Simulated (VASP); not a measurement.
# LiTa16 (a cell with a defect) in VASP: single point with PBE

Aim: the single point of LiTa16 (a cell with a defect) with PBE.

Everything below comes from runs of VASP 6.6.1. Logs are shortened: lines on timing, memory, paths and dates and some standing lists are left out, and cuts for length are marked.

## (1) The cell of the first run

The cell holds a defect, 17 atoms: a = 6.620 Å, b = 6.620 Å, c = 6.620 Å, α = 90.00°, β = 90.00°, γ = 90.00°.

## (2) Single point, PBE

INCAR reads:

```
SYSTEM = LiTa16
ALGO     = Normal         ! electronic algorithm
EDIFF    = 1E-6           ! SCF threshold, eV
ENCUT    = 520            ! plane-wave cutoff, eV
GGA      = PE             ! functional
ISIF     = 2              ! what is computed and relaxed
ISMEAR   = -1             ! smearing method
LASPH    = .True.         ! aspherical terms in the spheres
LCHARG   = .True.         ! write CHGCAR
LELF     = .True.         ! ELF
LREAL    = Auto         
LVHAR    = .True.       
LWAVE    = .False.        ! write WAVECAR
NBANDS   = 104            ! bands
NELM     = 80             ! most SCF steps
PREC     = Accurate       ! precision mode
SIGMA    = 0.05           ! smearing width, eV
```

KPOINTS reads:

```
k-points
0
Gamma
  2 2 2
  0 0 0
```

POSCAR reads:

```
LiTa16
1.0
    6.6200000000      0.0000000000      0.0000000000
    0.0000000000      6.6200000000      0.0000000000
    0.0000000000      0.0000000000      6.6200000000
Ta Li
16 1
Direct
   -0.0003607360      0.0223310439     -0.0343663301
    0.4995793225     -0.0004066728     -0.0034357906
   -0.0004753841      0.5078074007      0.0024053384
   -0.0003440550      0.0222656653      0.5341108951
    0.2469932951      0.2427405279      0.2499029125
    0.4994555247      0.4909737743     -0.0036703277
    0.4995784134     -0.0004199040      0.5032491207
    0.7520258690      0.2427724148      0.2499013736
   -0.0004726838      0.5078138766      0.4973910928
    0.2836399937      0.7284818447      0.2499277225
    0.2531291172      0.2595713747      0.7498874460
    0.4994553290      0.4909746897      0.5034849528
    0.7150761322      0.7281051399      0.2499152377
    0.7459914904      0.2595737171      0.7498899275
    0.2528904816      0.7510159414      0.7499108998
    0.7462205148      0.7509438973      0.7499121982
   -0.0009775248      0.8752126684      0.2498128306
```

Potentials or basis: VASP PAW PBE potentials, release 64 (Ta_pv, Li_sv).

Started as:

```bash
cat potpaw_PBE.64/Ta_pv/POTCAR potpaw_PBE.64/Li_sv/POTCAR > POTCAR
mpirun -np 1 vasp_std > vasp.out
```

OUTCAR:

```text
SYSTEM = LiTa16
   EDIFF = 1E-6
   ENCUT = 520
   GGA = PE
   ISIF = 2
   ISMEAR = -1
   LASPH = .True.
   LREAL = Auto
   NELM = 80
   PREC = Accurate

 ion  position               nearest neighbor table
   1  1.000  0.022  0.966-  17 2.12  11 2.71  14 2.71  15 2.84  16 2.84   4 2.86   5 2.89   8 2.89
                             3 3.22  10 3.30  13 3.30   2 3.32   2 3.32   3 3.41
   2  0.500  1.000  0.997-  15 2.84  16 2.84  10 2.84  13 2.84   8 2.86   5 2.86  14 2.88  11 2.88
                             6 3.25   7 3.27   1 3.32   1 3.32   7 3.35   6 3.37
   3  1.000  0.508  0.002-  16 2.86  15 2.86  14 2.88  11 2.88  10 2.89  13 2.89   8 2.91   5 2.91
                            17 2.93   1 3.22   9 3.28   6 3.31   6 3.31   9 3.34   1 3.41
   4  1.000  0.022  0.534-  17 2.12  11 2.71  14 2.71  15 2.84  16 2.84   1 2.86   5 2.89   8 2.89
                             9 3.22  10 3.29  13 3.30   7 3.32   7 3.32   9 3.41
   5  0.247  0.243  0.250-   2 2.86   7 2.86   6 2.88  12 2.88   4 2.89   1 2.89   9 2.91   3 2.91
                            17 2.94  10 3.22   8 3.28  11 3.31  11 3.31   8 3.34  10 3.41
   6  0.499  0.491  0.996-  13 2.71  10 2.71  11 2.77  14 2.77  15 2.88  16 2.88   5 2.88   8 2.88
                             2 3.25  12 3.26   3 3.31   3 3.31  12 3.36   2 3.37
   7  0.500  1.000  0.503-  15 2.84  16 2.84  10 2.84  13 2.84   8 2.86   5 2.86  14 2.88  11 2.88
                            12 3.25   2 3.27   4 3.32   4 3.32   2 3.35  12 3.37
   8  0.752  0.243  0.250-   2 2.86   7 2.86   6 2.88  12 2.88   1 2.89   4 2.89   3 2.91   9 2.91
                            17 2.93  13 3.22   5 3.28  14 3.31  14 3.31   5 3.34  13 3.42
   9  1.000  0.508  0.497-  16 2.86  15 2.86  14 2.88  11 2.88  10 2.89  13 2.89   5 2.91   8 2.91
                            17 2.93   4 3.22   3 3.28  12 3.31  12 3.31   3 3.34   4 3.41
  10  0.284  0.728  0.250-  17 2.12  12 2.71   6 2.71   7 2.84   2 2.84  13 2.86   9 2.89   3 2.89
                             5 3.22   4 3.29   1 3.30  15 3.32  15 3.32   5 3.41
  11  0.253  0.260  0.750-   1 2.71   4 2.71  12 2.77   6 2.77   7 2.88   2 2.88   9 2.88   3 2.88
                            15 3.25  14 3.26   5 3.31   5 3.31  14 3.36  15 3.37
  12  0.499  0.491  0.503-  13 2.71  10 2.71  11 2.77  14 2.77  15 2.88  16 2.88   5 2.88   8 2.88
                             7 3.25   6 3.26   9 3.31   9 3.31   6 3.36   7 3.37
  13  0.715  0.728  0.250-  17 2.12  12 2.71   6 2.71   7 2.84   2 2.84  10 2.86   9 2.89   3 2.89
                             8 3.22   4 3.30   1 3.30  16 3.32  16 3.32   8 3.42
  14  0.746  0.260  0.750-   1 2.71   4 2.71  12 2.77   6 2.77   7 2.88   2 2.88   9 2.88   3 2.88
                            16 3.25  11 3.26   8 3.31   8 3.31  11 3.36  16 3.37
  15  0.253  0.751  0.750-   7 2.84   2 2.84   4 2.84   1 2.84   3 2.86   9 2.86   6 2.88  12 2.88
                            11 3.25  16 3.27  10 3.32  10 3.32  16 3.35  11 3.37
  16  0.746  0.751  0.750-   7 2.84   2 2.84   1 2.84   4 2.84   3 2.86   9 2.86   6 2.88  12 2.88
                            14 3.25  15 3.27  13 3.32  13 3.32  15 3.35  14 3.37
  17  0.999  0.875  0.250-  13 2.12   1 2.12   4 2.12  10 2.12   8 2.93   3 2.93   9 2.93   5 2.94

  LATTYP: Found a simple cubic cell.
 ALAT       =     6.6200000000

  Lattice vectors:

 A1 = (   6.6200000000,   0.0000000000,   0.0000000000)
 A2 = (   0.0000000000,   6.6200000000,   0.0000000000)
 A3 = (   0.0000000000,   0.0000000000,   6.6200000000)

Analysis of symmetry for initial positions (statically):
=====================================================================
 Subroutine PRICEL returns:
 Original cell was already a primitive cell.

 Routine SETGRP: Setting up the symmetry group for a
 simple cubic supercell.

 Subroutine GETGRP returns: Found  1 space group operations
 (whereof  1 operations were pure point group operations)
 out of a pool of 48 trial point group operations.

The static configuration has the point symmetry C_1 .

Analysis of symmetry for dynamics (positions and initial velocities):
=====================================================================
 Subroutine PRICEL returns:
 Original cell was already a primitive cell.

 Routine SETGRP: Setting up the symmetry group for a
 simple cubic supercell.

 Subroutine GETGRP returns: Found  1 space group operations
 (whereof  1 operations were pure point group operations)
 out of a pool of 48 trial point group operations.

The dynamic configuration has the point symmetry C_1 .

 Subroutine INISYM returns: Found  1 space group operations
 (whereof  1 operations are pure point group operations),
 and found     1 'primitive' translations

----------------------------------------------------------------------------------------

                                     Primitive cell

  volume of cell :     290.1175

  direct lattice vectors                    reciprocal lattice vectors
     6.620000000  0.000000000  0.000000000     0.151057402  0.000000000  0.000000000
     0.000000000  6.620000000  0.000000000     0.000000000  0.151057402  0.000000000
     0.000000000  0.000000000  6.620000000     0.000000000  0.000000000  0.151057402

  length of vectors
     6.620000000  6.620000000  6.620000000     0.151057402  0.151057402  0.151057402

  position of ions in fractional coordinates (direct lattice)
     0.999639264  0.022331044  0.965633670
     0.499579322  0.999593327  0.996564209
     0.999524616  0.507807401  0.002405338
     0.999655945  0.022265665  0.534110895
     0.246993295  0.242740528  0.249902912
     0.499455525  0.490973774  0.996329672
[... 9 lines left out ...]
     0.746220515  0.750943897  0.749912198
     0.999022475  0.875212668  0.249812831

  ion indices of the primitive-cell ions
   primitive index   ion index
                 1           1
                 2           2
                 3           3
                 4           4
                 5           5
                 6           6
[... 9 lines left out ...]
                16          16
                17          17

----------------------------------------------------------------------------------------

 KPOINTS: k-points

Automatic generation of k-mesh.
 Grid dimensions read from file:
 generate k-points for:    2    2    2

 Generating k-lattice:

  Cartesian coordinates                     Fractional coordinates (reciprocal lattice)
     0.075528701  0.000000000  0.000000000     0.500000000  0.000000000  0.000000000
     0.000000000  0.075528701  0.000000000     0.000000000  0.500000000  0.000000000
     0.000000000  0.000000000  0.075528701     0.000000000  0.000000000  0.500000000

  Length of vectors
     0.075528701  0.075528701  0.075528701

  Shift w.r.t. Gamma in fractional coordinates (k-lattice)
     0.000000000  0.000000000  0.000000000

 Subroutine IBZKPT returns following result:
 ===========================================

 Found      8 irreducible k-points:

 Following reciprocal coordinates:
            Coordinates               Weight
  0.000000  0.000000  0.000000      1.000000
  0.500000  0.000000  0.000000      1.000000
  0.000000  0.500000  0.000000      1.000000
  0.000000  0.000000  0.500000      1.000000
  0.500000  0.500000  0.000000      1.000000
  0.000000  0.500000  0.500000      1.000000
  0.500000  0.000000  0.500000      1.000000
  0.500000  0.500000  0.500000      1.000000
   k-points           NKPTS =      8   k-points in BZ     NKDIM =      8   number of bands    NBANDS=    104
   number of dos      NEDOS =    301   number of ions     NIONS =     17
   total plane-waves  NPLWV = 125000
   dimension x,y,z NGX =    50 NGY =   50 NGZ =   50
   dimension x,y,z NGXF=   100 NGYF=  100 NGZF=  100
   ions per type =              16   1
   NGX,Y,Z   is equivalent  to a cutoff of  12.56, 12.56, 12.56 a.u.
   NGXF,Y,Z  is equivalent  to a cutoff of  25.11, 25.11, 25.11 a.u.
 SYSTEM =  LiTa16
   PREC   = accura    normal or accurate (medium, high low for compatibility)
   ISTART =      0    job   : 0-new  1-cont  2-samecut
   ICHARG =      2    charge: 1-file 2-atom 10-const
   ISPIN  =      1    spin polarized calculation?
   LNONCOLLINEAR =      F non collinear calculations
   LSORBIT =      F    spin-orbit coupling
   LASPH  =      T    aspherical Exc in radial PAW
   ENCUT  =  520.0 eV  38.22 Ry    6.18 a.u.  12.31 12.31 12.31*2*pi/ulx,y,z
   NELM   =     80;   NELMIN=  2; NELMDL= -5     # of ELM steps
   EDIFF  = 0.1E-05   stopping-criterion for ELM
   LREAL  =      T    real-space projection
   EDIFFG = 0.1E-04   stopping-criterion for IOM
   NSW    =      0    number of steps for IOM
[... 5 lines left out ...]
   TEBEG  =    0.0;   TEEND  =   0.0 temperature during run
   PSTRESS=    0.0 pullay stress
   NELECT =     179.0000    total number of electrons
   NUPDOWN=      -1.0000    fix difference up-down
   EMIN   =  10.00;   EMAX   =-10.00  energy-range for DOS
   EFERMI =   0.00;   METHOD = LEGACY
   ISMEAR =    -1;   SIGMA  =   0.05  broadening in eV -4-tet -1-fermi 0-gaus
   EFERMI_NEDOS =   21; number of points for ismear=-14 and -15
   IALGO  =     38    algorithm
   IMIX   =      4    mixing-type and parameters
     AMIX     =   0.40;   BMIX     =  1.00
     AMIX_MAG =   1.60;   BMIX_MAG =  1.00
  volume/ion in A,a.u.               =      17.07       115.17
  Fermi-wavevector in a.u.,A,eV,Ry     =   1.393695  2.633702 26.427776  1.942387
  Thomas-Fermi vector in A             =   2.517316
   LORBIT       =      0    0 simple, 1 ext, 2 COOP (PROOUT), +10 PAW based schemes
   GGA     = PE    functional components
   LHFCALC =     F    Hartree Fock is set to
   AEXX    =    0.0000 exact exchange contribution
   IVDW    =     0    specifies the selected vdW correction
   LEPSILON=     F    determine dielectric tensor
   LRPA    =     F    only Hartree local field effects (RPA)
 non-spin polarized calculation
  energy-cutoff  :      520.00
  volume of cell :      290.12
 maximum number of plane-waves:      7856
 NGX is ok and might be reduce to    50
   NGX = 25   NGY = 25   NGZ = 25

 number of electron     178.9999976 magnetization

 Free energy of the ion-electron system (eV)
  ---------------------------------------------------
  ext. energy  EPLUGINS =         0.00000000
  ---------------------------------------------------
  free energy    TOTEN  =      -187.73329967 eV

  energy without entropy =     -187.64723209  energy(sigma->0) =     -187.69026588

 E-fermi :   5.8160     XC(G=0): -12.6412

 val. band max:        5.7358432676   @ k =   0.5000   0.5000   0.0000
 cond. band min:       5.8363414556   @ k =   0.5000   0.0000   0.5000
 fundamental gap:      0.1004981880
 Fermi energy:         5.8160371204

 k-point     1 :       0.0000    0.0000    0.0000
  band No.  band energies     occupation
      1     -41.0577      2.00000
      2     -28.8128      2.00000
      3     -28.6700      2.00000
      4     -28.6347      2.00000
      5     -28.6346      2.00000
      6     -28.6119      2.00000
[... 93 lines left out ...]
    100       7.4129      0.00000
    101       7.4131      0.00000

 k-point     2 :       0.5000    0.0000    0.0000
  band No.  band energies     occupation
      1     -41.0575      2.00000
      2     -28.7202      2.00000
      3     -28.6757      2.00000
      4     -28.5072      2.00000
      5     -28.4916      2.00000
      6     -28.4553      2.00000
[... 717 lines left out ...]
    100       8.9711      0.00000
    101       9.2014      0.00000
 [bands above 101 left out]

------------------------ aborting loop because EDIFF is reached ----------------------------------------

  FORCE on cell =-STRESS in cart. coord.  units (eV):
  Direction    XX          YY          ZZ          XY          YZ          ZX
  --------------------------------------------------------------------------------------
  -------------------------------------------------------------------------------------
  Total       15.9519792     12.9173380     15.9515199      0.0284308     -0.0049190     -0.0006115
  in kB       88.0949853     71.3361454     88.0924493      0.1570096     -0.0271652     -0.0033771
  external PRESSURE =      82.5078600 kB  Pullay stress =       0.0000000 kB

 VOLUME and BASIS-vectors are now :
 -----------------------------------------------------------------------------
  energy-cutoff  :      520.00
  volume of cell :      290.12
      direct lattice vectors                 reciprocal lattice vectors
     6.620000000  0.000000000  0.000000000     0.151057402  0.000000000  0.000000000
     0.000000000  6.620000000  0.000000000     0.000000000  0.151057402  0.000000000
     0.000000000  0.000000000  6.620000000     0.000000000  0.000000000  0.151057402

 POSITION                                       TOTAL-FORCE (eV/Angst)
 -----------------------------------------------------------------------------------
      6.61761      0.14783      6.39249        -0.001463      0.004006     -0.006517
      3.30722      6.61731      6.59726        -0.001144      0.002470      0.004581
      6.61685      3.36168      0.01592         0.000317     -0.009939      0.003411
      6.61772      0.14740      3.53581        -0.002556      0.004303      0.006508
      1.63510      1.60694      1.65436        -0.002546      0.009019     -0.000132
      3.30640      3.25025      6.59570        -0.000257     -0.005802      0.001536
[... 9 lines left out ...]
      4.93998      4.97125      4.96442         0.006317     -0.002235      0.000024
      6.61353      5.79391      1.65376         0.000436      0.005969      0.000327
 -----------------------------------------------------------------------------------
    total drift:                               -0.000527     -0.001606     -0.001289

  FREE ENERGIE OF THE ION-ELECTRON SYSTEM (eV)
  ---------------------------------------------------
  free  energy   TOTEN  =      -187.7332996724 eV

  energy  without entropy=     -187.6472320921  energy(sigma->0) =     -187.69026588
```

It took 10 min on 1 thread of Intel Xeon Platinum 8375C at 2.90GHz (Ice Lake), shared host; peak memory 0.43 GiB.

What came out:

| Property | Result |
| --- | --- |
| Free energy | -187.7333 eV |
| Largest force | 0.011 eV/Å |
| Band gap on the k mesh | zero (an odd number of electrons rules out a gap without spin polarisation) |

Forces in eV/Å, atoms in the order of the input:
```
Ta  -0.001  0.004 -0.007
Ta  -0.001  0.002  0.005
Ta   0.000 -0.010  0.003
Ta  -0.003  0.004  0.007
Ta  -0.003  0.009  0.000
Ta   0.000 -0.006  0.002
Ta  -0.001  0.003 -0.005
Ta   0.003  0.009  0.000
Ta   0.001 -0.010 -0.003
Ta   0.005 -0.009 -0.001
Ta   0.001  0.009  0.000
Ta   0.000 -0.006 -0.001
Ta  -0.003 -0.006  0.000
Ta   0.001  0.007  0.000
Ta  -0.006 -0.004  0.000
Ta   0.006 -0.002  0.000
Li   0.000  0.006  0.000
```

Caveat: the k points lie up to 0.47 Å⁻¹ apart, too coarse for converged energies and pressures of a metal; the cutoff is under 1.25 times the usual one of these potentials, so pressure, stress and relaxed cells hold a basis-set (Pulay) error; spin-orbit coupling is left out, which moves the levels of the heavy elements.

The gap in the log of VASP goes by the Fermi energy; the results here count the filled bands.